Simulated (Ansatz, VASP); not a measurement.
Two plane-wave programs on B3N4

The input INCAR:

```
PREC = Accurate
ENCUT = 520
EDIFF = 1E-6
ISMEAR = 0
SIGMA = 0.05
LREAL = False
LASPH = True
NELM = 100
ALGO = Normal
ISIF = 2
LWAVE = False
LCHARG = False
LDIPOL = True
IDIPOL = 3
DIPOL = 0.5 0.5 0.315
GGA = PE
IVDW = 12
NBANDS = 42
```

The input KPOINTS:

```
regular mesh
0
Gamma
  6 8 1
```

Contents of POSCAR:

```
B3N4
1.0
    5.0107822389      0.0000000000      0.0000000000
   -1.2526955597      3.3759068817      0.0000000000
    0.0000000000      0.0000000000     23.4409409452
N B
8 6
Direct
    0.0225224603      0.0900898411      0.1706416141
    0.5225224603      0.0900898411      0.1706416141
    0.3069455752      0.2277823008      0.2610541488
    0.8069455752      0.2277823008      0.2610541488
    0.0866484587      0.3466275527      0.3533460338
    0.5866484587      0.3466275527      0.3533460338
    0.3437108248      0.6248772852      0.5264695207
    0.3437108248      0.6248772852      0.5733959646
    0.2842051402      0.1368205610      0.2007528062
    0.7842051402      0.1368205610      0.2007528062
    0.0673540684      0.2694189847      0.2895469474
    0.5673540684      0.2694189847      0.2895469474
    0.3437108248      0.3748772852      0.3814241487
    0.8437108248      0.3748772852      0.3814241487
```

Input for Ansatz:

```yaml
crystal:
  lattice:
    - [5.0107822389, 0.0, 0.0]
    - [-1.2526955597, 3.3759068817, 0.0]
    - [0.0, 0.0, 23.4409409452]
  atoms:
    - { symbol: "N", position: [0.0225224603, 0.0900898411, 0.1706416141] }
    - { symbol: "N", position: [0.5225224603, 0.0900898411, 0.1706416141] }
    - { symbol: B, position: [0.2842051402, 0.136820561, 0.2007528062] }
    - { symbol: B, position: [0.7842051402, 0.136820561, 0.2007528062] }
    - { symbol: "N", position: [0.3069455752, 0.2277823008, 0.2610541488] }
    - { symbol: "N", position: [0.8069455752, 0.2277823008, 0.2610541488] }
    - { symbol: B, position: [0.0673540684, 0.2694189847, 0.2895469474] }
    - { symbol: B, position: [0.5673540684, 0.2694189847, 0.2895469474] }
    - { symbol: "N", position: [0.0866484587, 0.3466275527, 0.3533460338] }
    - { symbol: "N", position: [0.5866484587, 0.3466275527, 0.3533460338] }
    - { symbol: B, position: [0.3437108248, 0.3748772852, 0.3814241487] }
    - { symbol: B, position: [0.8437108248, 0.3748772852, 0.3814241487] }
    - { symbol: "N", position: [0.3437108248, 0.6248772852, 0.5264695207] }
    - { symbol: "N", position: [0.3437108248, 0.6248772852, 0.5733959646] }
basis:
  ecutwfc: 420
kpoints:
  mp_grid: { grid: [6, 8, 1] }
hamiltonian:
  xc: pbe
  pseudopotentials: { kind: paw, azcp: { folder: soft_1 } }
  dispersion: d3bj
scf:
  occupations: { method: gaussian, width: 0.05 }
output:
  forces: true
  eigenvalues: true
efield:
  axis: 3
  dipole_correction: true
  ramp_width: 0.04
```

Alike in both runs: task single point; functional PBE; dispersion D3(BJ); k mesh 6 × 8 × 1; occupations gaussian, width 0.05 eV; no spin polarisation.

```csv
,VASP,Ansatz
version,VASP 6.6.1,Ansatz 0.2.0
potentials or method,"VASP PAW PBE potentials, release 64 (N, B), cutoff 520 eV","scalar-relativistic, plane waves, PAW"
valence electrons in the cell,58,58
```

```tsv
	VASP	Ansatz	Ansatz less VASP
gap on the k mesh at the Fermi level (eV)	none	none	-
rms of the force components (eV/Å)	1.169	1.072	-0.0976
```

A gap of «none» marks a metal or a gap that the smearing closes. Ansatz's warnings: vacuum below fermi.

Noted on VASP's run: the standard files for N, O and F lose accuracy on very short bonds.
